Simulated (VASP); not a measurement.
Write the native input for VASP 6.6.1 that does the following.

```
Task                   : single point
Functional             : LDA
Potentials or basis    : VASP PAW LDA potentials, release 64 (Mg)
Cutoff                 : 520 eV
k mesh                 : 15 × 15 × 15
Occupations            : fermi-dirac, width 0.08 eV
Spin                   : no spin polarisation
Dipole correction      : no
Further INCAR settings : ALGO = Normal; EDIFF = 1e-07; NBANDS = 7
```

The structure of Mg lies in POSCAR:

```
Mg
1.0
   -1.3440167569      1.3440167569      1.3440167569
    1.3440167569     -1.3440167569      1.3440167569
    1.3440167569      1.3440167569     -1.3440167569
Mg
1
Direct
    0.0000000000      0.0000000000      0.0000000000
```

This cell differs from its parent crystal: volume scaled by 0.45.

These files were run (other wordings do the same):

INCAR

```
  PREC = Accurate
  ENCUT = 520
  EDIFF = 1E-7
  ISMEAR = -1
  SIGMA = 0.08
  LREAL = F
  LASPH = T
  NELM = 60
  ALGO = Normal
  ISIF = 2
  LWAVE = F
  LCHARG = F
  GGA = CA
  NBANDS = 7
```

KPOINTS

```
regular mesh
0
Gamma
  15 15 15
```

Potentials or basis: VASP PAW LDA potentials, release 64 (Mg).

Launch:

```bash
$ cat potpaw_LDA.64/Mg/POTCAR > POTCAR
$ mpirun -np 1 vasp_std > vasp.out
```

Results of the run:

```
Pressure               : 151.1 GPa
Band gap on the k mesh : zero (band 1 reaches 12.03 eV, above the bottom of band 2 at 8.18 eV)
```

It took 3.1 s on 1 thread of Intel(R) Xeon(R) 6975P-C (Granite Rapids), with other jobs on the host, peak memory 0.11 GiB.
